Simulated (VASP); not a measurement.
Runs of VASP 6.6.1 on Ti. The structure is that of space group I4/mmm (No. 139), or close to it. The cells are those of the table. 

```csv
cell,further INCAR settings,gap on the mesh (eV),pressure (GPa)
"a = 3.051, b = 3.051, c = 2.630 Å, angles 64.5, 64.5, 51.1°, 1 atom",ALGO = Fast; EDIFF = 1e-07; NBANDS = 12,none,(a)
"a = 2.836, b = 2.836, c = 2.952 Å, angles 58.6, 58.6, 62.7°, 1 atom",ALGO = Fast; EDIFF = 1e-06; NBANDS = 12,none,-5.1
"a = 3.132, b = 3.132, c = 2.558 Å, angles 65.9, 65.9, 48.2°, 1 atom",ALGO = Fast; EDIFF = 1e-06; NBANDS = 12,none,-6.6
"a = 2.923, b = 2.923, c = 2.781 Å, angles 61.6, 61.6, 56.8°, 1 atom",ALGO = Fast; EDIFF = 1e-06; NBANDS = 12,none,-5.1
"a = 2.813, b = 2.813, c = 3.031 Å, angles 57.4, 57.4, 65.2°, 1 atom",ALGO = Fast; EDIFF = 1e-06; NBANDS = 12,none,-5.3
```

Alike in all rows: task single point; level LDA; potentials or basis VASP PAW LDA potentials, release 64 (Ti_sv); no spin polarisation; k mesh 22 × 22 × 22; cutoff (eV) 520; smearing gaussian 0.15 eV.

Q: Fill in the values left out.

A: (a) -6.3.

A gap of «none» marks levels without a gap at the run's occupations.
